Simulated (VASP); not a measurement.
# Ta2N (P3m1) in VASP: notebook

Ta2N is run at these levels: PBE; tasks: single point.

Everything below comes from runs of VASP 6.6.1. Logs are shortened: lines on timing, memory, paths and dates and some standing lists are left out, and cuts for length are marked.

### 1 The cell of the first run

Symmetry: P3m1, No. 156, trigonal system. Conventional cell: a = 3.101 Å, b = 3.101 Å, c = 4.882 Å, α = 90.00°, β = 90.00°, γ = 120.00°. Ta (site symmetry 3m) has 3 N at 2.15 Å within 2.8 Å. Ta (site symmetry 3m) has 3 N at 2.22 Å and 12 Ta at 2.99 to 3.10 Å within 3.2 Å. Within 2.8 Å of N (site symmetry 3m) lie 6 Ta at 2.15 to 2.22 Å.

### 2 Single point, PBE (atoms displaced along a vibrational mode)

INCAR

```
ALGO = Normal
EDIFF = 1E-6
ENCUT = 520
GGA = PE
ISIF = 2
ISMEAR = 0
LASPH = True
LCHARG = True
LELF = True
LREAL = False
LVHAR = True
LWAVE = False
NBANDS = 20
NELM = 80
PREC = Accurate
SIGMA = 0.15
```

KPOINTS

```
k-points
0
Gamma
  18 18 10
```

POSCAR

```
Ta2N
1.0
    3.1011400595      0.0000000000      0.0000000000
   -1.5505700297      2.6856660722      0.0000000000
    0.0000000000      0.0000000000      4.8818900388
Ta N
2 1
Direct
    0.6666666667      0.3333333333      0.7453807236
    0.3333333333      0.6666666667      0.2555706584
    0.0000000000      0.0000000000     -0.0122903219
```

Potentials or basis: VASP PAW PBE potentials, release 64 (Ta_pv, N).

Launch:

```bash
$ cat potpaw_PBE.64/Ta_pv/POTCAR potpaw_PBE.64/N/POTCAR > POTCAR
$ mpirun -np 1 vasp_std > vasp.out
```

OUTCAR:

```text
EDIFF = 1E-6
   ENCUT = 520
   GGA = PE
   ISIF = 2
   ISMEAR = 0
   LASPH = True
   LREAL = False
   NELM = 80
   PREC = Accurate

 ion  position               nearest neighbor table
   1  0.667  0.333  0.745-   3 2.15   3 2.15   3 2.15   2 2.99   2 2.99   2 2.99   2 3.07   2 3.07
                             2 3.07
   2  0.333  0.667  0.256-   3 2.22   3 2.22   3 2.22   1 2.99   1 2.99   1 2.99   1 3.07   1 3.07
                             1 3.07
   3  0.000  0.000  0.988-   1 2.15   1 2.15   1 2.15   2 2.22   2 2.22   2 2.22

  LATTYP: Found a hexagonal cell.
 ALAT       =     3.1011400595
 C/A-ratio  =     1.5742242998

  Lattice vectors:

 A1 = (   3.1011400595,   0.0000000000,   0.0000000000)
 A2 = (  -1.5505700297,   2.6856660722,   0.0000000000)
 A3 = (   0.0000000000,   0.0000000000,   4.8818900388)

Analysis of symmetry for initial positions (statically):
=====================================================================
 Subroutine PRICEL returns:
 Original cell was already a primitive cell.

 Routine SETGRP: Setting up the symmetry group for a
 hexagonal supercell.

 Subroutine GETGRP returns: Found  6 space group operations
 (whereof  6 operations were pure point group operations)
 out of a pool of 24 trial point group operations.

The static configuration has the point symmetry C_3v.

Analysis of symmetry for dynamics (positions and initial velocities):
=====================================================================
 Subroutine PRICEL returns:
 Original cell was already a primitive cell.

 Routine SETGRP: Setting up the symmetry group for a
 hexagonal supercell.

 Subroutine GETGRP returns: Found  6 space group operations
 (whereof  6 operations were pure point group operations)
 out of a pool of 24 trial point group operations.

The dynamic configuration has the point symmetry C_3v.

 Subroutine INISYM returns: Found  6 space group operations
 (whereof  6 operations are pure point group operations),
 and found     1 'primitive' translations

----------------------------------------------------------------------------------------

                                     Primitive cell

  volume of cell :      40.6594

  direct lattice vectors                    reciprocal lattice vectors
     3.101140060  0.000000000  0.000000000     0.322462056  0.186173555  0.000000000
    -1.550570030  2.685666072  0.000000000     0.000000000  0.372347110  0.000000000
     0.000000000  0.000000000  4.881890039     0.000000000  0.000000000  0.204838698

  length of vectors
     3.101140060  3.101140059  4.881890039     0.372347110  0.372347110  0.204838698

  position of ions in fractional coordinates (direct lattice)
     0.666666667  0.333333333  0.745380724
     0.333333333  0.666666667  0.255570658
     0.000000000  0.000000000  0.987709678

  ion indices of the primitive-cell ions
   primitive index   ion index
                 1           1
                 2           2
                 3           3

----------------------------------------------------------------------------------------

 KPOINTS: k-points

Automatic generation of k-mesh.
 Grid dimensions read from file:
 generate k-points for:   18   18   10

 Generating k-lattice:

  Cartesian coordinates                     Fractional coordinates (reciprocal lattice)
     0.017914559  0.010342975  0.000000000     0.055555556 -0.000000000  0.000000000
     0.000000000  0.020685951  0.000000000     0.000000000  0.055555556  0.000000000
     0.000000000  0.000000000  0.020483870     0.000000000  0.000000000  0.100000000

  Length of vectors
     0.020685951  0.020685951  0.020483870

  Shift w.r.t. Gamma in fractional coordinates (k-lattice)
     0.000000000  0.000000000  0.000000000

 Subroutine IBZKPT returns following result:
 ===========================================

 Found    330 irreducible k-points:

 Following reciprocal coordinates:
            Coordinates               Weight
  0.000000  0.000000  0.000000      1.000000
  0.055556 -0.000000  0.000000      6.000000
  0.111111 -0.000000  0.000000      6.000000
  0.166667 -0.000000  0.000000      6.000000
  0.222222 -0.000000  0.000000      6.000000
  0.277778  0.000000  0.000000      6.000000
[... 16 lines left out ...]
  0.333333  0.111111  0.000000     12.000000
  0.388889  0.111111  0.000000     12.000000
 [... further k-points ...]
   k-points           NKPTS =    330   k-points in BZ     NKDIM =    330   number of bands    NBANDS=     20
   number of dos      NEDOS =    301   number of ions     NIONS =      3
   total plane-waves  NPLWV =  20736
   dimension x,y,z NGX =    24 NGY =   24 NGZ =   36
   dimension x,y,z NGXF=    48 NGYF=   48 NGZF=   72
   ions per type =               2   1
   NGX,Y,Z   is equivalent  to a cutoff of  12.87, 12.87, 12.26 a.u.
   NGXF,Y,Z  is equivalent  to a cutoff of  25.73, 25.73, 24.52 a.u.
 SYSTEM =  unknown system
   PREC   = accura    normal or accurate (medium, high low for compatibility)
   ISTART =      0    job   : 0-new  1-cont  2-samecut
   ICHARG =      2    charge: 1-file 2-atom 10-const
   ISPIN  =      1    spin polarized calculation?
   LNONCOLLINEAR =      F non collinear calculations
   LSORBIT =      F    spin-orbit coupling
   LASPH  =      T    aspherical Exc in radial PAW
   ENCUT  =  520.0 eV  38.22 Ry    6.18 a.u.   5.77  5.77  9.08*2*pi/ulx,y,z
   NELM   =     80;   NELMIN=  2; NELMDL= -5     # of ELM steps
   EDIFF  = 0.1E-05   stopping-criterion for ELM
   LREAL  =      F    real-space projection
   EDIFFG = 0.1E-04   stopping-criterion for IOM
   NSW    =      0    number of steps for IOM
   IBRION =     -1    ionic relax: 0-MD 1-quasi-New 2-CG
   NFREE  =      0    steps in history (QN), initial steepest desc. (CG)
   ISIF   =      2    stress and relaxation
   ISYM   =      2    0-nonsym 1-usesym 2-fastsym
   POTIM  = 0.5000    time-step for ionic-motion
   TEBEG  =    0.0;   TEEND  =   0.0 temperature during run
   PSTRESS=    0.0 pullay stress
   NELECT =      27.0000    total number of electrons
   NUPDOWN=      -1.0000    fix difference up-down
   EMIN   =  10.00;   EMAX   =-10.00  energy-range for DOS
   EFERMI =   0.00;   METHOD = LEGACY
   ISMEAR =     0;   SIGMA  =   0.15  broadening in eV -4-tet -1-fermi 0-gaus
   EFERMI_NEDOS =   21; number of points for ismear=-14 and -15
   IALGO  =     38    algorithm
   IMIX   =      4    mixing-type and parameters
     AMIX     =   0.40;   BMIX     =  1.00
     AMIX_MAG =   1.60;   BMIX_MAG =  1.00
  volume/ion in A,a.u.               =      13.55        91.46
  Fermi-wavevector in a.u.,A,eV,Ry     =   1.428266  2.699031 27.755102  2.039942
  Thomas-Fermi vector in A             =   2.548346
   LORBIT       =      0    0 simple, 1 ext, 2 COOP (PROOUT), +10 PAW based schemes
   GGA     = PE    functional components
   LHFCALC =     F    Hartree Fock is set to
   AEXX    =    0.0000 exact exchange contribution
   IVDW    =     0    specifies the selected vdW correction
   LEPSILON=     F    determine dielectric tensor
   LRPA    =     F    only Hartree local field effects (RPA)
 non-spin polarized calculation
 Gauss-broadening in eV      SIGMA  =   0.15
  energy-cutoff  :      520.00
  volume of cell :       40.66
 maximum number of plane-waves:      1112
   NGX = 11   NGY = 11   NGZ = 19

 number of electron      26.9999997 magnetization

 Free energy of the ion-electron system (eV)
  ---------------------------------------------------
  ext. energy  EPLUGINS =         0.00000000
  ---------------------------------------------------
  free energy    TOTEN  =       -34.36173096 eV

  energy without entropy =      -34.34759163  energy(sigma->0) =      -34.35466129

 E-fermi :   7.5066     XC(G=0): -12.8730

 val. band max:        7.5052718734   @ k =   0.2778   0.0556   0.5000
 cond. band min:       7.5079357110   @ k =   0.1667  -0.0000   0.1000
 fundamental gap:      0.0026638376
 Fermi energy:         7.5065980796

 k-point     1 :       0.0000    0.0000    0.0000
  band No.  band energies     occupation
      1     -28.1715      2.00000
      2     -27.4420      2.00000
      3     -27.4420      2.00000
      4     -27.3176      2.00000
      5     -27.3176      2.00000
      6     -27.2121      2.00000
[... 12 lines left out ...]
     19       8.6856      0.00000
     20      12.4551      0.00000

 k-point     2 :       0.0556   -0.0000    0.0000
  band No.  band energies     occupation
      1     -28.1622      2.00000
      2     -27.4611      2.00000
      3     -27.4489      2.00000
      4     -27.3369      2.00000
      5     -27.3192      2.00000
      6     -27.2155      2.00000
[... 12 lines left out ...]
     19       8.9389      0.00000
     20      12.4742      0.00000

 k-point     3 :       0.1111   -0.0000    0.0000
  band No.  band energies     occupation
      1     -28.1348      2.00000
      2     -27.5163      2.00000
      3     -27.4680      2.00000
      4     -27.3913      2.00000
      5     -27.3242      2.00000
      6     -27.2258      2.00000
[... 12 lines left out ...]
     19       9.6048      0.00000
     20      12.4169      0.00000

 k-point     4 :       0.1667   -0.0000    0.0000
  band No.  band energies     occupation
      1     -28.0912      2.00000
      2     -27.6010      2.00000
      3     -27.4961      2.00000
      4     -27.4719      2.00000
      5     -27.3330      2.00000
      6     -27.2437      2.00000
[... 12 lines left out ...]
     19      10.5135      0.00000
     20      12.2196      0.00000

 k-point     5 :       0.2222   -0.0000    0.0000
  band No.  band energies     occupation
      1     -28.0345      2.00000
      2     -27.7049      2.00000
      3     -27.5666      2.00000
      4     -27.5291      2.00000
      5     -27.3452      2.00000
      6     -27.2695      2.00000
[... 12 lines left out ...]
     19      11.3550      0.00000
     20      12.0457      0.00000

 k-point     6 :       0.2778    0.0000    0.0000
  band No.  band energies     occupation
      1     -27.9704      2.00000
      2     -27.8132      2.00000
      3     -27.6633      2.00000
      4     -27.5628      2.00000
      5     -27.3593      2.00000
      6     -27.3030      2.00000
[... 12 lines left out ...]
     19      11.6325      0.00000
     20      12.4620      0.00000

 k-point     7 :       0.3333   -0.0000    0.0000
  band No.  band energies     occupation
      1     -27.9423      2.00000
      2     -27.8738      2.00000
      3     -27.7511      2.00000
      4     -27.5934      2.00000
      5     -27.3734      2.00000
      6     -27.3431      2.00000
[... 12 lines left out ...]
     19      11.6249      0.00000
     20      12.9306      0.00000
[... 277 lines left out ...]
 k-point    20 :       0.1667    0.1111    0.0000
  band No.  band energies     occupation
      1     -28.0112      2.00000
      2     -27.7089      2.00000
      3     -27.6576      2.00000
      4     -27.4972      2.00000
      5     -27.3774      2.00000
      6     -27.2805      2.00000
[... 12 lines left out ...]
     19      11.6224      0.00000
     20      12.0561      0.00000

 k-point    21 :       0.2222    0.1111    0.0000
  band No.  band energies     occupation
      1     -27.9495      2.00000
      2     -27.8099      2.00000
      3     -27.7215      2.00000
      4     -27.5483      2.00000
      5     -27.3981      2.00000
      6     -27.3142      2.00000
[... 12 lines left out ...]
     19      11.8308      0.00000
     20      12.5043      0.00000

 k-point    22 :       0.2778    0.1111    0.0000
  band No.  band energies     occupation
      1     -27.9309      2.00000
      2     -27.8570      2.00000
      3     -27.7771      2.00000
      4     -27.5983      2.00000
      5     -27.4166      2.00000
      6     -27.3546      2.00000
[... 12 lines left out ...]
     19      11.9668      0.00000
     20      12.7755      0.00000

 k-point    23 :       0.3333    0.1111    0.0000
  band No.  band energies     occupation
      1     -27.9990      2.00000
      2     -27.8238      2.00000
      3     -27.7976      2.00000
      4     -27.6394      2.00000
      5     -27.4316      2.00000
      6     -27.3984      2.00000
[... 12 lines left out ...]
     19      12.0966      0.00000
     20      12.5471      0.00000

 k-point    24 :       0.3889    0.1111    0.0000
  band No.  band energies     occupation
      1     -28.0484      2.00000
      2     -27.8516      2.00000
      3     -27.7451      2.00000
      4     -27.6660      2.00000
      5     -27.4420      2.00000
      6     -27.4370      2.00000
[... 12 lines left out ...]
     19      12.1506      0.00000
     20      12.3519      0.00000

 [... further k-points ...]

------------------------ aborting loop because EDIFF is reached ----------------------------------------

  FORCE on cell =-STRESS in cart. coord.  units (eV):
  Direction    XX          YY          ZZ          XY          YZ          ZX
  --------------------------------------------------------------------------------------
  -------------------------------------------------------------------------------------
  Total        0.2376900      0.2376900      0.1316827      0.0000000      0.0000000      0.0000000
  in kB        9.3661302      9.3661302      5.1889318      0.0000000      0.0000000      0.0000000
  external PRESSURE =       7.9737307 kB  Pullay stress =       0.0000000 kB

 VOLUME and BASIS-vectors are now :
 -----------------------------------------------------------------------------
  energy-cutoff  :      520.00
  volume of cell :       40.66
      direct lattice vectors                 reciprocal lattice vectors
     3.101140060  0.000000000  0.000000000     0.322462056  0.186173555  0.000000000
    -1.550570030  2.685666072  0.000000000     0.000000000  0.372347110  0.000000000
     0.000000000  0.000000000  4.881890039     0.000000000  0.000000000  0.204838698

 POSITION                                       TOTAL-FORCE (eV/Angst)
 -----------------------------------------------------------------------------------
      1.55057      0.89522      3.63887         0.000000     -0.000000     -0.518422
     -0.00000      1.79044      1.24767        -0.000000      0.000000     -0.411392
      0.00000      0.00000      4.82189         0.000000     -0.000000      0.929814
 -----------------------------------------------------------------------------------
    total drift:                                0.000000      0.000000     -0.000046

  FREE ENERGIE OF THE ION-ELECTRON SYSTEM (eV)
  ---------------------------------------------------
  free  energy   TOTEN  =       -34.3617309604 eV

  energy  without entropy=      -34.3475916278  energy(sigma->0) =      -34.35466129
```

Run time: 3.2 min. Hardware: 1 thread of Intel Xeon Platinum 8259CL at 2.50GHz (Skylake/Cascade Lake), shared host; peak memory 0.34 GiB.

What came out:

```yaml
Free_energy: -34.3617 eV
Pressure: 0.8 GPa
Largest_force: 0.930 eV/Å
Band_gap_on_the_k_mesh: zero (an odd number of electrons rules out a gap without spin polarisation)
```

Forces on the atoms (eV/Å):
```
Ta   0.000  0.000 -0.518
Ta   0.000  0.000 -0.411
N    0.000  0.000  0.930
```

Caveat: the cell differs from its parent crystal (atoms displaced along a vibrational mode); spin-orbit coupling is left out, which moves the levels of the heavy elements.

### 3 Single point, PBE (atoms displaced along a vibrational mode)

INCAR

```
  PREC = Accurate
  ENCUT = 520
  EDIFF = 1E-7
  ISMEAR = 0
  SIGMA = 0.15
  LREAL = False
  LASPH = True
  NELM = 60
  ALGO = Normal
  ISIF = 2
  LWAVE = False
  LCHARG = False
  GGA = PE
  NBANDS = 20
```

KPOINTS

```
Automatic mesh
0
Gamma
  18 18 10
```

POSCAR

```
Ta2N
1.0
    3.1011400595      0.0000000000      0.0000000000
   -1.5505700297      2.6856660722      0.0000000000
    0.0000000000      0.0000000000      4.8818900388
Ta N
2 1
Direct
    0.6666666667      0.3333333333      0.7446671871
    0.3333333333      0.6666666667      0.2548571219
    0.0000000000      0.0000000000      0.0061451609
```

Potentials or basis: VASP PAW PBE potentials, release 64 (Ta_pv, N).

Launch:

```bash
$ cat potpaw_PBE.64/Ta_pv/POTCAR potpaw_PBE.64/N/POTCAR > POTCAR
$ mpirun -np 1 vasp_std > vasp.out
```

OUTCAR:

```text
PREC = Accurate
   ENCUT = 520
   EDIFF = 1E-7
   ISMEAR = 0
   LREAL = False
   LASPH = True
   NELM = 60
   ISIF = 2
   GGA = PE

 ion  position               nearest neighbor table
   1  0.667  0.333  0.745-   3 2.20   3 2.20   3 2.20   2 2.99   2 2.99   2 2.99   2 3.07   2 3.07
                             2 3.07
   2  0.333  0.667  0.255-   3 2.16   3 2.16   3 2.16   1 2.99   1 2.99   1 2.99   1 3.07   1 3.07
                             1 3.07
   3  0.000  0.000  0.006-   2 2.16   2 2.16   2 2.16   1 2.20   1 2.20   1 2.20

  LATTYP: Found a hexagonal cell.
[... 749 lines left out ...]
  Direction    XX          YY          ZZ          XY          YZ          ZX
  --------------------------------------------------------------------------------------
  -------------------------------------------------------------------------------------
  Total        0.1443726      0.1443726      0.1131082      0.0000000     -0.0000000      0.0000000
  in kB        5.6889734      5.6889734      4.4570085      0.0000000     -0.0000000      0.0000000
  external PRESSURE =       5.2783184 kB  Pullay stress =       0.0000000 kB

 VOLUME and BASIS-vectors are now :
 -----------------------------------------------------------------------------
  energy-cutoff  :      520.00
  volume of cell :       40.66
      direct lattice vectors                 reciprocal lattice vectors
     3.101140060  0.000000000  0.000000000     0.322462056  0.186173555  0.000000000
    -1.550570030  2.685666072  0.000000000     0.000000000  0.372347110  0.000000000
     0.000000000  0.000000000  4.881890039     0.000000000  0.000000000  0.204838698

 POSITION                                       TOTAL-FORCE (eV/Angst)
 -----------------------------------------------------------------------------------
      1.55057      0.89522      3.63538        -0.000000      0.000000      0.190451
     -0.00000      1.79044      1.24418         0.000000     -0.000000      0.276229
      0.00000      0.00000      0.03000         0.000000     -0.000000     -0.466680
 -----------------------------------------------------------------------------------
    total drift:                                0.000000      0.000000     -0.000119

  FREE ENERGIE OF THE ION-ELECTRON SYSTEM (eV)
  ---------------------------------------------------
  free  energy   TOTEN  =       -34.3834979379 eV

  energy  without entropy=      -34.3694406950  energy(sigma->0) =      -34.37646932
```

stdout:

```text
POSCAR found type information on POSCAR TaN
 POSCAR found :  2 types and       3 ions
 scaLAPACK will be used
 LDA part: xc-table for (Slater+PW92), standard interpolation
 POSCAR, INCAR and KPOINTS ok, starting setup
 FFT: planning ... GRIDC
 FFT: planning ... GRID_SOFT
 FFT: planning ... GRID
 WAVECAR not read
 entering main loop
```

Wall time 5 min (1 thread of Intel Xeon Platinum 8259CL at 2.50GHz (Skylake/Cascade Lake), shared host); peak memory 0.35 GiB.

Results:

```
Free energy            : -34.3835 eV
Pressure               : 0.5 GPa
Largest force          : 0.467 eV/Å
Band gap on the k mesh : zero (an odd number of electrons rules out a gap without spin polarisation)
```

Forces on the atoms (eV/Å):
```
Ta   0.000  0.000  0.190
Ta   0.000  0.000  0.276
N    0.000  0.000 -0.467
```

Caveat: the cell differs from its parent crystal (atoms displaced along a vibrational mode); spin-orbit coupling is left out, which moves the levels of the heavy elements.

(Continued in part 2 of 2.)
